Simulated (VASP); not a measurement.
# BaTiO3 (P4mm) in VASP: further runs

BaTiO3 is run at these levels: r2SCAN; tasks: single point.

All numbers are computed with VASP 6.6.1; they aren't measurements. Logs are shortened: lines on timing, memory, paths and dates and some standing lists are left out, and cuts for length are marked.

### Step 1. The cell of the first run

Symmetry: P4mm, No. 99, tetragonal system. The conventional cell has a = 3.973 Å, b = 3.973 Å, c = 4.173 Å, α = 90.00°, β = 90.00°, γ = 90.00°. Ba (site symmetry 4mm) has 12 O at 2.80 to 2.96 Å and 8 Ti at 3.45 to 3.55 Å within 3.7 Å. Within 2.4 Å of Ti (site symmetry 4mm) lie 6 O at 1.81 to 2.36 Å. O (site symmetry 2mm) has 2 Ti at 2.00 Å within 2.6 Å. Within 2.4 Å of O (site symmetry 4mm) lie 2 Ti at 1.81 to 2.36 Å.

### Step 2. Single point, r2SCAN

Contents of POSCAR:

```
BaTiO3
1.0
    3.9727519242      0.0000000000      0.0000000000
    0.0000000000      3.9727519242      0.0000000000
    0.0000000000      0.0000000000      4.1730816481
Ba Ti O
1 1 3
Direct
    0.5000000000      0.5000000000      0.5884450683
    0.0000000000      0.0000000000      0.1071089104
    0.0000000000      0.5000000000      0.0617822244
    0.5000000000      0.0000000000      0.0617822244
    0.0000000000      0.0000000000      0.5408785625
```

Contents of INCAR.step1:

```
SYSTEM = BaTiO3
  PREC = Accurate
  ENCUT = 520
  ISMEAR = 0
  SIGMA = 0.02
  LREAL = .FALSE.
  LASPH = .TRUE.
  NELM = 60
  NBANDS = 28
  GGA = PE
  ALGO = Normal
  EDIFF = 1E-4
  LWAVE = .TRUE.
  LCHARG = .FALSE.
```

Contents of INCAR.step2:

```
SYSTEM = BaTiO3
  PREC = Accurate
  ENCUT = 520
  EDIFF = 1E-7
  ISMEAR = 0
  SIGMA = 0.02
  LREAL = .FALSE.
  LASPH = .TRUE.
  NELM = 60
  ALGO = Normal
  ISIF = 2
  LWAVE = .FALSE.
  LCHARG = .FALSE.
  METAGGA = R2SCAN
  LMIXTAU = .TRUE.
  NBANDS = 28
  ISTART = 1
```

Contents of KPOINTS:

```
regular mesh
0
G
  8 8 8
  0 0 0
```

Potentials or basis: VASP PAW PBE potentials, release 64 (Ba_sv, Ti_sv, O).

On the command line:

```console
$ cat potpaw_PBE.64/Ba_sv/POTCAR potpaw_PBE.64/Ti_sv/POTCAR potpaw_PBE.64/O/POTCAR > POTCAR
$ cp INCAR.step1 INCAR
$ mpirun -np 1 vasp_std > vasp.out
$ cp INCAR.step2 INCAR
$ mpirun -np 1 vasp_std > vasp.out
```

OUTCAR:

```text
SYSTEM = BaTiO3
   PREC = Accurate
   ENCUT = 520
   EDIFF = 1E-7
   ISMEAR = 0
   LREAL = .FALSE.
   LASPH = .TRUE.
   NELM = 60
   ISIF = 2
   METAGGA = R2SCAN
   ISTART = 1

 ion  position               nearest neighbor table
   1  0.500  0.500  0.588-   3 2.80   4 2.80   4 2.80   3 2.80   5 2.82   5 2.82   5 2.82   5 2.82
                             3 2.96   4 2.96   3 2.96   4 2.96   2 3.45   2 3.45   2 3.45   2 3.45
   2  0.000  0.000  0.107-   5 1.81   4 2.00   3 2.00   3 2.00   4 2.00   5 2.36   1 3.45   1 3.45
                             1 3.45   1 3.45   1 3.55   1 3.55   1 3.55   1 3.55
   3  0.000  0.500  0.062-   2 2.00   2 2.00   1 2.80   1 2.80   1 2.96   1 2.96
   4  0.500  0.000  0.062-   2 2.00   2 2.00   1 2.80   1 2.80   1 2.96   1 2.96
   5  0.000  0.000  0.541-   2 1.81   2 2.36   1 2.82   1 2.82   1 2.82   1 2.82

  LATTYP: Found a simple tetragonal cell.
 ALAT       =     3.9727519242
 C/A-ratio  =     1.0504259334

  Lattice vectors:

 A1 = (   3.9727519242,   0.0000000000,   0.0000000000)
 A2 = (   0.0000000000,   3.9727519242,   0.0000000000)
 A3 = (   0.0000000000,   0.0000000000,   4.1730816481)

Analysis of symmetry for initial positions (statically):
=====================================================================
 Subroutine PRICEL returns:
 Original cell was already a primitive cell.

 Routine SETGRP: Setting up the symmetry group for a
 simple tetragonal supercell.

 Subroutine GETGRP returns: Found  8 space group operations
 (whereof  8 operations were pure point group operations)
 out of a pool of 16 trial point group operations.

The static configuration has the point symmetry C_4v.

Analysis of symmetry for dynamics (positions and initial velocities):
=====================================================================
 Subroutine PRICEL returns:
 Original cell was already a primitive cell.

 Routine SETGRP: Setting up the symmetry group for a
 simple tetragonal supercell.

 Subroutine GETGRP returns: Found  8 space group operations
 (whereof  8 operations were pure point group operations)
 out of a pool of 16 trial point group operations.

The dynamic configuration has the point symmetry C_4v.

 Subroutine INISYM returns: Found  8 space group operations
 (whereof  8 operations are pure point group operations),
 and found     1 'primitive' translations

----------------------------------------------------------------------------------------

                                     Primitive cell

  volume of cell :      65.8627

  direct lattice vectors                    reciprocal lattice vectors
     3.972751924  0.000000000  0.000000000     0.251714685  0.000000000  0.000000000
     0.000000000  3.972751924  0.000000000     0.000000000  0.251714685  0.000000000
     0.000000000  0.000000000  4.173081648     0.000000000  0.000000000  0.239631065

  length of vectors
     3.972751924  3.972751924  4.173081648     0.251714685  0.251714685  0.239631065

  position of ions in fractional coordinates (direct lattice)
     0.500000000  0.500000000  0.588445068
     0.000000000  0.000000000  0.107108910
     0.000000000  0.500000000  0.061782224
     0.500000000  0.000000000  0.061782224
     0.000000000  0.000000000  0.540878562

  ion indices of the primitive-cell ions
   primitive index   ion index
                 1           1
                 2           2
                 3           3
                 4           4
                 5           5

----------------------------------------------------------------------------------------

 KPOINTS: regular mesh

Automatic generation of k-mesh.
 Grid dimensions read from file:
 generate k-points for:    8    8    8

 Generating k-lattice:

  Cartesian coordinates                     Fractional coordinates (reciprocal lattice)
     0.031464336  0.000000000  0.000000000     0.125000000  0.000000000  0.000000000
     0.000000000  0.031464336  0.000000000     0.000000000  0.125000000  0.000000000
     0.000000000  0.000000000  0.029953883     0.000000000  0.000000000  0.125000000

  Length of vectors
     0.031464336  0.031464336  0.029953883

  Shift w.r.t. Gamma in fractional coordinates (k-lattice)
     0.000000000  0.000000000  0.000000000

 Subroutine IBZKPT returns following result:
 ===========================================

 Found     75 irreducible k-points:

 Following reciprocal coordinates:
            Coordinates               Weight
  0.000000  0.000000  0.000000      1.000000
  0.125000  0.000000  0.000000      4.000000
  0.250000  0.000000  0.000000      4.000000
  0.375000  0.000000  0.000000      4.000000
  0.500000  0.000000  0.000000      2.000000
  0.125000  0.125000  0.000000      4.000000
[... 16 lines left out ...]
  0.375000  0.125000  0.125000     16.000000
  0.500000  0.125000  0.125000      8.000000
 [... further k-points ...]
   k-points           NKPTS =     75   k-points in BZ     NKDIM =     75   number of bands    NBANDS=     28
   number of dos      NEDOS =    301   number of ions     NIONS =      5
   total plane-waves  NPLWV =  28800
   dimension x,y,z NGX =    30 NGY =   30 NGZ =   32
   dimension x,y,z NGXF=    60 NGYF=   60 NGZF=   64
   ions per type =               1   1   3
   NGX,Y,Z   is equivalent  to a cutoff of  12.55, 12.55, 12.75 a.u.
   NGXF,Y,Z  is equivalent  to a cutoff of  25.11, 25.11, 25.50 a.u.
 SYSTEM =  BaTiO3
   PREC   = accura    normal or accurate (medium, high low for compatibility)
   ISTART =      1    job   : 0-new  1-cont  2-samecut
   ICHARG =      0    charge: 1-file 2-atom 10-const
   ISPIN  =      1    spin polarized calculation?
   LNONCOLLINEAR =      F non collinear calculations
   LSORBIT =      F    spin-orbit coupling
   LASPH  =      T    aspherical Exc in radial PAW
   ENCUT  =  520.0 eV  38.22 Ry    6.18 a.u.   7.39  7.39  7.76*2*pi/ulx,y,z
   NELM   =     60;   NELMIN=  2; NELMDL=  0     # of ELM steps
   EDIFF  = 0.1E-06   stopping-criterion for ELM
   LREAL  =      F    real-space projection
   EDIFFG = 0.1E-05   stopping-criterion for IOM
   NSW    =      0    number of steps for IOM
   IBRION =     -1    ionic relax: 0-MD 1-quasi-New 2-CG
   NFREE  =      0    steps in history (QN), initial steepest desc. (CG)
   ISIF   =      2    stress and relaxation
   ISYM   =      2    0-nonsym 1-usesym 2-fastsym
   POTIM  = 0.5000    time-step for ionic-motion
   TEBEG  =    0.0;   TEEND  =   0.0 temperature during run
   PSTRESS=    0.0 pullay stress
   NELECT =      40.0000    total number of electrons
   NUPDOWN=      -1.0000    fix difference up-down
   EMIN   =  10.00;   EMAX   =-10.00  energy-range for DOS
   EFERMI =   0.00;   METHOD = LEGACY
   ISMEAR =     0;   SIGMA  =   0.02  broadening in eV -4-tet -1-fermi 0-gaus
   EFERMI_NEDOS =   21; number of points for ismear=-14 and -15
   IALGO  =     38    algorithm
   IMIX   =      4    mixing-type and parameters
     AMIX     =   0.40;   BMIX     =  1.00
     AMIX_MAG =   1.60;   BMIX_MAG =  1.00
  volume/ion in A,a.u.               =      13.17        88.89
  Fermi-wavevector in a.u.,A,eV,Ry     =   1.386378  2.619874 26.150985  1.922043
  Thomas-Fermi vector in A             =   2.510699
   LORBIT       =      0    0 simple, 1 ext, 2 COOP (PROOUT), +10 PAW based schemes
   METAGGA = R2SCAN    functional components
   LHFCALC =     F    Hartree Fock is set to
   AEXX    =    0.0000 exact exchange contribution
   IVDW    =     0    specifies the selected vdW correction
   LEPSILON=     F    determine dielectric tensor
   LRPA    =     F    only Hartree local field effects (RPA)
 non-spin polarized calculation
 Gauss-broadening in eV      SIGMA  =   0.02
  energy-cutoff  :      520.00
  volume of cell :       65.86
 maximum number of plane-waves:      1807
 NGX is ok and might be reduce to    30
   NGX = 15   NGY = 15   NGZ = 15

 number of electron      39.9999985 magnetization

 Free energy of the ion-electron system (eV)
  ---------------------------------------------------
  ext. energy  EPLUGINS =         0.00000000
  ---------------------------------------------------
  free energy    TOTEN  =       -74.26066807 eV

  energy without entropy =      -74.26066807  energy(sigma->0) =      -74.26066807

 E-fermi :   3.7597     XC(G=0): -11.7422

 val. band max:        3.5382773033   @ k =   0.5000   0.5000   0.5000
 cond. band min:       5.7430879225   @ k =   0.0000   0.0000   0.0000
 fundamental gap:      2.2048106192
 Fermi energy:         3.7597028522

 k-point     1 :       0.0000    0.0000    0.0000
  band No.  band energies     occupation
      1     -55.2997      2.00000
      2     -30.5907      2.00000
      3     -30.4471      2.00000
      4     -30.4471      2.00000
      5     -22.2764      2.00000
      6     -14.4758      2.00000
[... 20 lines left out ...]
     27       9.1587      0.00000
     28      11.2371      0.00000

 k-point     2 :       0.1250    0.0000    0.0000
  band No.  band energies     occupation
      1     -55.2995      2.00000
      2     -30.5903      2.00000
      3     -30.4563      2.00000
      4     -30.4468      2.00000
      5     -22.2585      2.00000
      6     -14.4806      2.00000
[... 20 lines left out ...]
     27       9.4576      0.00000
     28      11.6138      0.00000

 k-point     3 :       0.2500    0.0000    0.0000
  band No.  band energies     occupation
      1     -55.2990      2.00000
      2     -30.5895      2.00000
      3     -30.4785      2.00000
      4     -30.4460      2.00000
      5     -22.2147      2.00000
      6     -14.5376      2.00000
[... 20 lines left out ...]
     27      10.2041      0.00000
     28      12.1901      0.00000

 k-point     4 :       0.3750    0.0000    0.0000
  band No.  band energies     occupation
      1     -55.2986      2.00000
      2     -30.5886      2.00000
      3     -30.5005      2.00000
      4     -30.4453      2.00000
      5     -22.1699      2.00000
      6     -14.6336      2.00000
[... 578 lines left out ...]
     27      10.5720      0.00000
     28      12.1802      0.00000

 k-point    23 :       0.3750    0.1250    0.1250
  band No.  band energies     occupation
      1     -55.2983      2.00000
      2     -30.5933      2.00000
      3     -30.4998      2.00000
      4     -30.4542      2.00000
      5     -22.1494      2.00000
      6     -14.5229      2.00000
[... 20 lines left out ...]
     27      11.4330      0.00000
     28      12.4667      0.00000

 k-point    24 :       0.5000    0.1250    0.1250
  band No.  band energies     occupation
      1     -55.2981      2.00000
      2     -30.5929      2.00000
      3     -30.5088      2.00000
      4     -30.4538      2.00000
      5     -22.1323      2.00000
      6     -14.5552      2.00000
[... 20 lines left out ...]
     27      11.8340      0.00000
     28      12.6141      0.00000

 [... further k-points ...]
[... 5 lines left out ...]
  --------------------------------------------------------------------------------------
  -------------------------------------------------------------------------------------
  Total        0.2038875      0.2038875      0.1337309      0.0000000     -0.0000000      0.0000000
  in kB        4.9597691      4.9597691      3.2531394      0.0000000     -0.0000000      0.0000000
  external PRESSURE =       4.3908925 kB  Pullay stress =       0.0000000 kB

 VOLUME and BASIS-vectors are now :
 -----------------------------------------------------------------------------
  energy-cutoff  :      520.00
  volume of cell :       65.86
      direct lattice vectors                 reciprocal lattice vectors
     3.972751924  0.000000000  0.000000000     0.251714685  0.000000000  0.000000000
     0.000000000  3.972751924  0.000000000     0.000000000  0.251714685  0.000000000
     0.000000000  0.000000000  4.173081648     0.000000000  0.000000000  0.239631065

 POSITION                                       TOTAL-FORCE (eV/Angst)
 -----------------------------------------------------------------------------------
      1.98638      1.98638      2.45563         0.000000     -0.000000     -0.034205
      0.00000      0.00000      0.44697        -0.000000      0.000000     -0.183607
      0.00000      1.98638      0.25782         0.000000      0.000000      0.021699
      1.98638      0.00000      0.25782         0.000000      0.000000      0.021699
      0.00000      0.00000      2.25713        -0.000000     -0.000000      0.174413
 -----------------------------------------------------------------------------------
    total drift:                                0.000000      0.000000      0.002775

  FREE ENERGIE OF THE ION-ELECTRON SYSTEM (eV)
  ---------------------------------------------------
  free  energy   TOTEN  =       -74.2606680735 eV

  energy  without entropy=      -74.2606680735  energy(sigma->0) =      -74.26066807
```

It took 10 min on 1 thread of AMD EPYC 7R43 (Zen 3), shared host; peak memory 0.24 GiB.

Results:

```
Free energy            : -74.2607 eV
Pressure               : 0.4 GPa
Largest force          : 0.184 eV/Å
Band gap on the k mesh : 2.20 eV, indirect (least direct gap 2.77 eV)
```

Forces in eV/Å, atoms in the order of the input:
```
Ba   0.000  0.000 -0.034
Ti   0.000  0.000 -0.184
O    0.000  0.000  0.022
O    0.000  0.000  0.022
O    0.000  0.000  0.174
```

Levels at points of the mesh, in eV from the valence-band top:
```csv
k point,band 18,band 19,band 20,band 21,band 22,band 23
"(0.00, 0.00, 0.00)",-0.91,-0.57,-0.57,2.20,2.79,2.79
"(0.50, 0.00, 0.00)",-1.73,-1.58,-1.36,2.87,3.86,3.95
"(0.50, 0.50, 0.00)",-1.18,-1.18,-0.06,3.99,3.99,4.36
"(0.00, 0.00, 0.50)",-2.04,-0.77,-0.77,2.33,3.85,3.85
"(0.50, 0.00, 0.50)",-1.19,-1.11,-0.52,3.86,3.90,4.17
"(0.50, 0.50, 0.50)",-0.45,-0.45,0.00,4.41,4.41,4.53
```

Caveat: the PAW data sets were made with another functional, which shifts forces and pressure a little; spin-orbit coupling is left out, which moves the levels of the heavy elements. r2SCAN opens gaps a little over a GGA but as a rule still falls short of measured ones.

### Step 3. Single point, r2SCAN (strain along c alone, the other axes held: +3.0 %, then relaxed in part)

Contents of POSCAR:

```
BaTiO3
1.0
    3.9727519242      0.0000000000      0.0000000000
    0.0000000000      3.9727519242      0.0000000000
    0.0000000000      0.0000000000      4.2347528055
Ba Ti O
1 1 3
Direct
    0.5000000000      0.5000000000      0.5922724381
    0.0000000000      0.0000000000      0.1106231233
    0.0000000000      0.5000000000      0.0606117826
    0.5000000000      0.0000000000      0.0606117826
    0.0000000000      0.0000000000      0.5358778634
```

Contents of INCAR.step1:

```
SYSTEM = BaTiO3
PREC = Accurate
ENCUT = 520
ISMEAR = 0
SIGMA = 0.02
LREAL = .False.
LASPH = .True.
NELM = 60
NBANDS = 28
GGA = PE
ALGO = Normal
EDIFF = 1E-4
LWAVE = .True.
LCHARG = .False.
```

Contents of INCAR.step2:

```
SYSTEM = BaTiO3
PREC = Accurate
ENCUT = 520
EDIFF = 1E-6
ISMEAR = 0
SIGMA = 0.02
LREAL = .False.
LASPH = .True.
NELM = 60
ALGO = Normal
ISIF = 2
LWAVE = .False.
LCHARG = .False.
METAGGA = R2SCAN
LMIXTAU = .True.
NBANDS = 28
ISTART = 1
```

Contents of KPOINTS:

```
regular mesh
0
Gamma
  8 8 8
  0 0 0
```

Potentials or basis: VASP PAW PBE potentials, release 64 (Ba_sv, Ti_sv, O).

On the command line:

```console
$ cat potpaw_PBE.64/Ba_sv/POTCAR potpaw_PBE.64/Ti_sv/POTCAR potpaw_PBE.64/O/POTCAR > POTCAR
$ cp INCAR.step1 INCAR
$ mpirun -np 1 vasp_std > vasp.out
$ cp INCAR.step2 INCAR
$ mpirun -np 1 vasp_std > vasp.out
```

OUTCAR:

```text
SYSTEM = BaTiO3
   PREC = Accurate
   ENCUT = 520
   EDIFF = 1E-6
   ISMEAR = 0
   LREAL = .False.
   LASPH = .True.
   NELM = 60
   ISIF = 2
   METAGGA = R2SCAN
   ISTART = 1

 ion  position               nearest neighbor table
   1  0.500  0.500  0.592-   3 2.81   4 2.81   4 2.81   3 2.81   5 2.82   5 2.82   5 2.82   5 2.82
                             3 3.00   4 3.00   3 3.00   4 3.00   2 3.47   2 3.47   2 3.47   2 3.47
   2  0.000  0.000  0.111-   5 1.80   4 2.00   3 2.00   3 2.00   4 2.00   5 2.43   1 3.47   1 3.47
[... 954 lines left out ...]
  -------------------------------------------------------------------------------------
  Total       -0.3086632     -0.3086632     -0.4289728      0.0000000      0.0000000      0.0000000
  in kB       -7.3991940     -7.3991940    -10.2832249      0.0000000      0.0000000      0.0000000
  external PRESSURE =      -8.3605376 kB  Pullay stress =       0.0000000 kB

 VOLUME and BASIS-vectors are now :
 -----------------------------------------------------------------------------
  energy-cutoff  :      520.00
  volume of cell :       66.84
      direct lattice vectors                 reciprocal lattice vectors
     3.972751924  0.000000000  0.000000000     0.251714685  0.000000000  0.000000000
     0.000000000  3.972751924  0.000000000     0.000000000  0.251714685  0.000000000
     0.000000000  0.000000000  4.234752806     0.000000000  0.000000000  0.236141292

 POSITION                                       TOTAL-FORCE (eV/Angst)
 -----------------------------------------------------------------------------------
      1.98638      1.98638      2.50813        -0.000000     -0.000000     -0.039785
      0.00000      0.00000      0.46846        -0.000000      0.000000     -0.194567
      0.00000      1.98638      0.25668        -0.000000      0.000000      0.024968
      1.98638      0.00000      0.25668         0.000000      0.000000      0.024968
      0.00000      0.00000      2.26931        -0.000000      0.000000      0.184415
 -----------------------------------------------------------------------------------
    total drift:                               -0.000000     -0.000000     -0.001194

  FREE ENERGIE OF THE ION-ELECTRON SYSTEM (eV)
  ---------------------------------------------------
  free  energy   TOTEN  =       -74.2522967397 eV

  energy  without entropy=      -74.2522967397  energy(sigma->0) =      -74.25229674
```

Run time: 7.9 min. Hardware: 1 thread of AMD EPYC 7R43 (Zen 3), shared host; peak memory 0.24 GiB.

Results:

```yaml
Free_energy: -74.2523 eV
Pressure: -0.8 GPa
Largest_force: 0.195 eV/Å
Band_gap_on_the_k_mesh: 2.20 eV, indirect (least direct gap 2.82 eV)
```

Forces in eV/Å, atoms in the order of the input:
```
Ba   0.000  0.000 -0.040
Ti   0.000  0.000 -0.195
O    0.000  0.000  0.025
O    0.000  0.000  0.025
O    0.000  0.000  0.184
```

Caveat: the cell differs from its parent crystal (strain along c alone, the other axes held: +3.0 %, then relaxed in part); the PAW data sets were made with another functional, which shifts forces and pressure a little; spin-orbit coupling is left out, which moves the levels of the heavy elements. A k mesh can miss the band edges.

(Part 1 of 2 ends here.)
